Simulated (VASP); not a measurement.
The system is As.

```
CELL_PARAMETERS angstrom
2.95798 0.00000 0.00000
-1.47899 2.56169 0.00000
0.00000 0.00000 4.83038
ATOMIC_POSITIONS crystal
As 0.33333 0.66667 0.25000
As 0.66667 0.33333 0.75000
```

This isn't the form of As at room conditions, which is rhombohedral.

* Program: VASP 6.6.1
* Task: relaxation of cell and atoms
* Functional: r2SCAN
* Potentials or basis: VASP PAW PBE potentials, release 64 (As)
* Cutoff: 600 eV
* k mesh: 12 × 12 × 7
* Occupations: fermi-dirac, width 0.1 eV
* Spin: no spin polarisation

At the start: pressure 3.5 GPa; volume 18.30 Å³/atom.

How do energy, volume and symmetry change on relaxing?

Over 11 steps the energy falls by 15.8 meV/atom and the volume is 19.03 Å³/atom (+4.0 %); space group P6_3/mmc (No. 194, to 0.1 Å) before and after.

Step by step:
```csv
step,energy change (eV),largest force (eV/Å),pressure (GPa),volume (Å³)
1,0.0000,0.0000,3.50,36.60
2,-0.0116,0.0000,-1.59,38.76
3,-0.0152,0.0000,-0.02,38.03
4,-0.0152,0.0000,-0.09,38.06
5,-0.0156,0.0000,-0.09,38.05
6,-0.0170,0.0000,-0.10,38.04
7,-0.0218,0.0000,-0.07,38.00
8,-0.0308,0.0000,0.20,37.90
9,-0.0313,0.0000,0.44,37.84
10,-0.0316,0.0000,0.17,37.98
11,-0.0316,0.0000,0.02,38.06
```

Final structure:
```
As
1.0
     3.09459    0.00000    0.00000
    -1.54729    2.67999    0.00000
     0.00000    0.00000    4.58964
As
2
Direct
  0.33333 0.66667 0.25000
  0.66667 0.33333 0.75000
```

Caveat: the PAW data sets were made with another functional, which shifts forces and pressure a little.
